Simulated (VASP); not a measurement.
# Au (P6_3/mmc) in VASP: electric field gradients with PBEsol

Aim: the electric field gradients of Au with PBEsol.

Everything below comes from runs of VASP 6.6.1. Logs are shortened: lines on timing, memory, paths and dates and some standing lists are left out, and cuts for length are marked.

### 1 The cell of the first run

It takes space group P6_3/mmc (No. 194, hexagonal). The conventional cell has a = 2.947 Å, b = 2.947 Å, c = 4.774 Å, α = 90.00°, β = 90.00°, γ = 120.00°. Au (site symmetry -6m2) has 12 Au at 2.93 to 2.95 Å within 3.9 Å.

This isn't the form of Au at room conditions, which is fcc.

### 2 Electric field gradients, PBEsol

Input file INCAR:

```
  PREC = Accurate
  ENCUT = 520
  EDIFF = 1E-8
  ISMEAR = -1
  SIGMA = 0.05
  LREAL = False
  LASPH = True
  NELM = 80
  ALGO = Normal
  ISIF = 2
  LWAVE = False
  LCHARG = False
  GGA = PS
  LEFG = True
  NBANDS = 18
```

Input file KPOINTS:

```
Automatic mesh
0
Gamma
  12 12 6
```

Input file POSCAR:

```
Au
1.0
    2.9469569625      0.0000000000      0.0000000000
   -1.4734784812      2.5521395934      0.0000000000
    0.0000000000      0.0000000000      4.7740702792
Au
2
Direct
    0.3333333333      0.6666666667      0.2500000000
    0.6666666667      0.3333333333      0.7500000000
```

Potentials or basis: VASP PAW PBE potentials, release 64 (Au).

Launch:

```
> cat potpaw_PBE.64/Au/POTCAR > POTCAR
> mpirun -np 1 vasp_std > vasp.out
```

OUTCAR:

```text
PREC = Accurate
   ENCUT = 520
   EDIFF = 1E-8
   ISMEAR = -1
   LREAL = False
   LASPH = True
   NELM = 80
   ISIF = 2
   GGA = PS

 ion  position               nearest neighbor table
   1  0.333  0.667  0.250-   2 2.93   2 2.93   2 2.93   2 2.93   2 2.93   2 2.93
   2  0.667  0.333  0.750-   1 2.93   1 2.93   1 2.93   1 2.93   1 2.93   1 2.93

  LATTYP: Found a hexagonal cell.
 ALAT       =     2.9469569625
 C/A-ratio  =     1.6200000000

  Lattice vectors:

 A1 = (   2.9469569625,   0.0000000000,   0.0000000000)
 A2 = (  -1.4734784812,   2.5521395934,   0.0000000000)
 A3 = (   0.0000000000,   0.0000000000,   4.7740702792)

Analysis of symmetry for initial positions (statically):
=====================================================================
 Subroutine PRICEL returns:
 Original cell was already a primitive cell.

 Routine SETGRP: Setting up the symmetry group for a
 hexagonal supercell.

 Subroutine GETGRP returns: Found 24 space group operations
 (whereof 12 operations were pure point group operations)
 out of a pool of 24 trial point group operations.

The static configuration has the point symmetry D_3d.
 The point group associated with its full space group is D_6h.

Analysis of symmetry for dynamics (positions and initial velocities):
=====================================================================
 Subroutine PRICEL returns:
 Original cell was already a primitive cell.

 Routine SETGRP: Setting up the symmetry group for a
 hexagonal supercell.

 Subroutine GETGRP returns: Found 24 space group operations
 (whereof 12 operations were pure point group operations)
 out of a pool of 24 trial point group operations.

The dynamic configuration has the point symmetry D_3d.
 The point group associated with its full space group is D_6h.

 Subroutine INISYM returns: Found 24 space group operations
 (whereof 12 operations are pure point group operations),
 and found     1 'primitive' translations

----------------------------------------------------------------------------------------

                                     Primitive cell

  volume of cell :      35.9060

  direct lattice vectors                    reciprocal lattice vectors
     2.946956962  0.000000000  0.000000000     0.339333086  0.195914048  0.000000000
    -1.473478481  2.552139593  0.000000000     0.000000000  0.391828097  0.000000000
     0.000000000  0.000000000  4.774070279     0.000000000  0.000000000  0.209464868

  length of vectors
     2.946956962  2.946956962  4.774070279     0.391828097  0.391828097  0.209464868

  position of ions in fractional coordinates (direct lattice)
     0.333333333  0.666666667  0.250000000
     0.666666667  0.333333333  0.750000000

  ion indices of the primitive-cell ions
   primitive index   ion index
                 1           1
                 2           2

----------------------------------------------------------------------------------------

 KPOINTS: Automatic mesh

Automatic generation of k-mesh.
 Grid dimensions read from file:
 generate k-points for:   12   12    6

 Generating k-lattice:

  Cartesian coordinates                     Fractional coordinates (reciprocal lattice)
     0.028277757  0.016326171  0.000000000     0.083333333  0.000000000  0.000000000
     0.000000000  0.032652341  0.000000000     0.000000000  0.083333333  0.000000000
     0.000000000  0.000000000  0.034910811     0.000000000  0.000000000  0.166666667

  Length of vectors
     0.032652341  0.032652341  0.034910811

  Shift w.r.t. Gamma in fractional coordinates (k-lattice)
     0.000000000  0.000000000  0.000000000

 Subroutine IBZKPT returns following result:
 ===========================================

 Found     76 irreducible k-points:

 Following reciprocal coordinates:
            Coordinates               Weight
  0.000000  0.000000  0.000000      1.000000
  0.083333 -0.000000  0.000000      6.000000
  0.166667  0.000000  0.000000      6.000000
  0.250000 -0.000000  0.000000      6.000000
  0.333333 -0.000000  0.000000      6.000000
  0.416667 -0.000000  0.000000      6.000000
[... 16 lines left out ...]
  0.250000 -0.000000  0.166667     12.000000
  0.333333 -0.000000  0.166667     12.000000
 [... further k-points ...]
   k-points           NKPTS =     76   k-points in BZ     NKDIM =     76   number of bands    NBANDS=     18
   number of dos      NEDOS =    301   number of ions     NIONS =      2
   total plane-waves  NPLWV =  20736
   dimension x,y,z NGX =    24 NGY =   24 NGZ =   36
   dimension x,y,z NGXF=    48 NGYF=   48 NGZF=   72
   ions per type =               2
   NGX,Y,Z   is equivalent  to a cutoff of  13.54, 13.54, 12.54 a.u.
   NGXF,Y,Z  is equivalent  to a cutoff of  27.08, 27.08, 25.07 a.u.
 SYSTEM =  unknown system
   PREC   = accura    normal or accurate (medium, high low for compatibility)
   ISTART =      0    job   : 0-new  1-cont  2-samecut
   ICHARG =      2    charge: 1-file 2-atom 10-const
   ISPIN  =      1    spin polarized calculation?
   LNONCOLLINEAR =      F non collinear calculations
   LSORBIT =      F    spin-orbit coupling
   LASPH  =      T    aspherical Exc in radial PAW
   ENCUT  =  520.0 eV  38.22 Ry    6.18 a.u.   5.48  5.48  8.88*2*pi/ulx,y,z
   NELM   =     80;   NELMIN=  2; NELMDL= -5     # of ELM steps
   EDIFF  = 0.1E-07   stopping-criterion for ELM
   LREAL  =      F    real-space projection
   EDIFFG = 0.1E-06   stopping-criterion for IOM
   NSW    =      0    number of steps for IOM
   IBRION =     -1    ionic relax: 0-MD 1-quasi-New 2-CG
   NFREE  =      0    steps in history (QN), initial steepest desc. (CG)
   ISIF   =      2    stress and relaxation
   ISYM   =      2    0-nonsym 1-usesym 2-fastsym
   POTIM  = 0.5000    time-step for ionic-motion
   TEBEG  =    0.0;   TEEND  =   0.0 temperature during run
   PSTRESS=    0.0 pullay stress
   NELECT =      22.0000    total number of electrons
   NUPDOWN=      -1.0000    fix difference up-down
   EMIN   =  10.00;   EMAX   =-10.00  energy-range for DOS
   EFERMI =   0.00;   METHOD = LEGACY
   ISMEAR =    -1;   SIGMA  =   0.05  broadening in eV -4-tet -1-fermi 0-gaus
   EFERMI_NEDOS =   21; number of points for ismear=-14 and -15
   IALGO  =     38    algorithm
   IMIX   =      4    mixing-type and parameters
     AMIX     =   0.40;   BMIX     =  1.00
     AMIX_MAG =   1.60;   BMIX_MAG =  1.00
  volume/ion in A,a.u.               =      17.95       121.15
  Fermi-wavevector in a.u.,A,eV,Ry     =   1.390465  2.627598 26.305406  1.933393
  Thomas-Fermi vector in A             =   2.514397
   LORBIT       =      0    0 simple, 1 ext, 2 COOP (PROOUT), +10 PAW based schemes
   GGA     = PS    functional components
   LHFCALC =     F    Hartree Fock is set to
   AEXX    =    0.0000 exact exchange contribution
   IVDW    =     0    specifies the selected vdW correction
   LEPSILON=     F    determine dielectric tensor
   LRPA    =     F    only Hartree local field effects (RPA)
 non-spin polarized calculation
  energy-cutoff  :      520.00
  volume of cell :       35.91
 maximum number of plane-waves:       990
 NGX is ok and might be reduce to    24
   NGX = 11   NGY = 11   NGZ = 17

 number of electron      22.0000002 magnetization

 Free energy of the ion-electron system (eV)
  ---------------------------------------------------
  ext. energy  EPLUGINS =         0.00000000
  ---------------------------------------------------
  free energy    TOTEN  =        -7.76607444 eV

  energy without entropy =       -7.75761260  energy(sigma->0) =       -7.76184352

 E-fermi :   8.3286     XC(G=0): -12.5769

 val. band max:        8.2678009948   @ k =   0.4167   0.0833   0.0000
 cond. band min:       8.3484654824   @ k =   0.5000  -0.0000   0.3333
 fundamental gap:      0.0806644876
 Fermi energy:         8.3286230507

 k-point     1 :       0.0000    0.0000    0.0000
  band No.  band energies     occupation
      1      -0.9474      2.00000
      2       1.5831      2.00000
      3       4.0622      2.00000
      4       4.1383      2.00000
      5       4.1383      2.00000
      6       4.4656      2.00000
[... 10 lines left out ...]
     17      25.8247      0.00000
     18      25.8247      0.00000

 k-point     2 :       0.0833   -0.0000    0.0000
  band No.  band energies     occupation
      1      -0.7444      2.00000
      2       1.7410      2.00000
      3       3.8760      2.00000
      4       4.2685      2.00000
      5       4.3060      2.00000
      6       4.4097      2.00000
[... 10 lines left out ...]
     17      24.9049      0.00000
     18      25.8608      0.00000

 k-point     3 :       0.1667    0.0000    0.0000
  band No.  band energies     occupation
      1      -0.1646      2.00000
      2       2.1334      2.00000
      3       3.6456      2.00000
      4       4.2149      2.00000
      5       4.2381      2.00000
      6       4.6106      2.00000
[... 10 lines left out ...]
     17      25.2107      0.00000
     18      25.5886      0.00000

 k-point     4 :       0.2500   -0.0000    0.0000
  band No.  band energies     occupation
      1       0.6774      2.00000
      2       2.4176      2.00000
      3       3.5453      2.00000
      4       3.6487      2.00000
      5       4.1066      2.00000
      6       4.3757      2.00000
[... 375 lines left out ...]
      4       3.9319      2.00000
      5       4.0954      2.00000
      6       4.4164      2.00000
[... 10 lines left out ...]
     17      24.3260      0.00000
     18      25.4428      0.00000

 k-point    23 :       0.2500   -0.0000    0.1667
  band No.  band energies     occupation
      1       0.8448      2.00000
      2       2.4825      2.00000
      3       3.4182      2.00000
      4       3.6802      2.00000
      5       3.9448      2.00000
      6       4.4229      2.00000
[... 10 lines left out ...]
     17      24.2540      0.00000
     18      24.9318      0.00000

 k-point    24 :       0.3333   -0.0000    0.1667
  band No.  band energies     occupation
      1       1.5251      2.00000
      2       2.3893      2.00000
      3       3.0728      2.00000
      4       3.5913      2.00000
      5       4.2752      2.00000
      6       4.3197      2.00000
[... 10 lines left out ...]
     17      22.9579      0.00000
     18      24.5306      0.00000

 [... further k-points ...]

------------------------ aborting loop because EDIFF is reached ----------------------------------------

  FORCE on cell =-STRESS in cart. coord.  units (eV):
  Direction    XX          YY          ZZ          XY          YZ          ZX
  --------------------------------------------------------------------------------------
  -------------------------------------------------------------------------------------
  Total       -1.8873908     -1.8873908     -1.4332456     -0.0000000      0.0000000      0.0000000
  in kB      -84.2180909    -84.2180909    -63.9534791     -0.0000000      0.0000000      0.0000000
  external PRESSURE =     -77.4632203 kB  Pullay stress =       0.0000000 kB

 VOLUME and BASIS-vectors are now :
 -----------------------------------------------------------------------------
  energy-cutoff  :      520.00
  volume of cell :       35.91
      direct lattice vectors                 reciprocal lattice vectors
     2.946956962  0.000000000  0.000000000     0.339333086  0.195914048  0.000000000
    -1.473478481  2.552139593  0.000000000     0.000000000  0.391828097  0.000000000
     0.000000000  0.000000000  4.774070279     0.000000000  0.000000000  0.209464868

 POSITION                                       TOTAL-FORCE (eV/Angst)
 -----------------------------------------------------------------------------------
     -0.00000      1.70143      1.19352         0.000000     -0.000000      0.000000
      1.47348      0.85071      3.58055        -0.000000      0.000000      0.000000
 -----------------------------------------------------------------------------------
    total drift:                                0.000000     -0.000000      0.000000

  FREE ENERGIE OF THE ION-ELECTRON SYSTEM (eV)
  ---------------------------------------------------
  free  energy   TOTEN  =        -7.7660744370 eV

  energy  without entropy=       -7.7576126045  energy(sigma->0) =       -7.76184352

 Electric field gradients (V/A^2)
---------------------------------------------------------------------
 ion       V_xx      V_yy      V_zz      V_xy      V_xz      V_yz
---------------------------------------------------------------------
   1       2.736     2.736    -5.472     0.000     0.000    -0.000
   2       2.736     2.736    -5.472     0.000    -0.000     0.000
---------------------------------------------------------------------

 Electric field gradients after diagonalization (V/A^2)
 (convention: |V_zz| > |V_xx| > |V_yy|)
----------------------------------------------------------------------
 ion       V_xx      V_yy      V_zz     asymmetry (V_yy - V_xx)/ V_zz
----------------------------------------------------------------------
   1       2.736     2.736    -5.472       0.000
   2       2.736     2.736    -5.472       0.000
----------------------------------------------------------------------

           NMR quadrupolar parameters

 Cq : quadrupolar parameter    Cq=e*Q*V_zz/h
 eta: asymmetry parameters     (V_yy - V_xx)/ V_zz
 Q  : nuclear electric quadrupole moment in mb (millibarn)
----------------------------------------------------------------------
 ion       Cq(MHz)       eta       Q (mb)
----------------------------------------------------------------------
   1      -0.013       0.000       1.000
   2      -0.013       0.000       1.000
----------------------------------------------------------------------
```

It took 15 s on 1 thread of Intel Xeon 6975P-C (Granite Rapids), shared host; peak memory 0.18 GiB.

Results:

- Free energy: -7.7661 eV
- Pressure: -7.7 GPa
- Band gap on the k mesh: zero (bands 11 and 12 overlap by 6.48 eV)
- Largest electric field gradient by atom: Au -5.5 V/Å²

Stress tensor (GPa, compression positive):
```
-8.42  0.00  0.00
 0.00 -8.42  0.00
 0.00  0.00 -6.40
```

Levels at points of the mesh, in eV from the Fermi level:
```
           k point  band 9  band 10  band 11  band 12  band 13  band 14
(0.00, 0.00, 0.00)   -3.44    -2.01    -2.01    -0.62     2.96    14.46
(0.50, 0.00, 0.00)   -1.71    -1.64     0.33     1.35     5.92     7.25
(0.00, 0.00, 0.50)   -2.44    -2.44    -2.44    -2.44    11.14    11.14
(0.50, 0.00, 0.50)   -1.72    -1.72     0.57     0.57     3.69     3.69
```

Electric field gradients, principal values (V/Å²):
| atom | least | middle | greatest (by size) |
| --- | --- | --- | --- |
| 1 Au | 2.736 | 2.736 | -5.472 |
| 2 Au | 2.736 | 2.736 | -5.472 |

Caveat: the cell stands under tension; without QUAD_EFG the Cq values of the log hold for a quadrupole moment of 1 mb, not for the nuclei; the PAW data sets were made with another functional, which shifts forces and pressure a little; spin-orbit coupling is left out, which moves the levels of the heavy elements.
